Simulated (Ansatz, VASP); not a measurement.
**Two plane-wave programs on Ni**

```xyz
1
Lattice="-1.3837 1.3837 1.3837 1.3837 -1.3837 1.3837 1.3837 1.3837 -1.3837" Properties=species:S:1:pos:R:3 pbc="T T T"
Ni    0.0000    0.0000    0.0000
```

Alike in both runs: task relaxation of cell and atoms; functional BLYP; k mesh 13 × 13 × 13; occupations fermi-dirac, width 0.05 eV; collinear spin.

```csv
,VASP,Ansatz
version,VASP 6.6.1,Ansatz 0.2.0
potentials or method,"VASP PAW PBE potentials, release 64 (Ni)",Ansatz PAW
plane-wave cutoff (eV),600,420
valence electrons in the cell,10,18
```

```tsv
	VASP	Ansatz	Ansatz less VASP
gap on the k mesh at the Fermi level, each at its own relaxed structure (eV)	none	none	-
net moment per atom (μB)	0.58	0.59	+0.010
size of the moment on the site where the two differ most (μB)	0.59	0.62	+0.030
relaxed volume (Å³/atom)	11.58	11.57	-0.010
relaxed cell length with the largest relative difference (Å)	2.469	2.468	-0.0007
```

VASP's potentials were made for PBE, not for BLYP. Site moments also hang on the region over which each program counts them. A gap of «none» marks a metal or a gap that the smearing closes. VASP's potentials hold 10 valence electrons a cell and Ansatz's 18, so a difference there can come from the potentials and not from the codes.

Noted on Ansatz's run: the plane-wave basis is chosen anew once the cell has moved, so the energies of steps on either side of that aren't comparable.
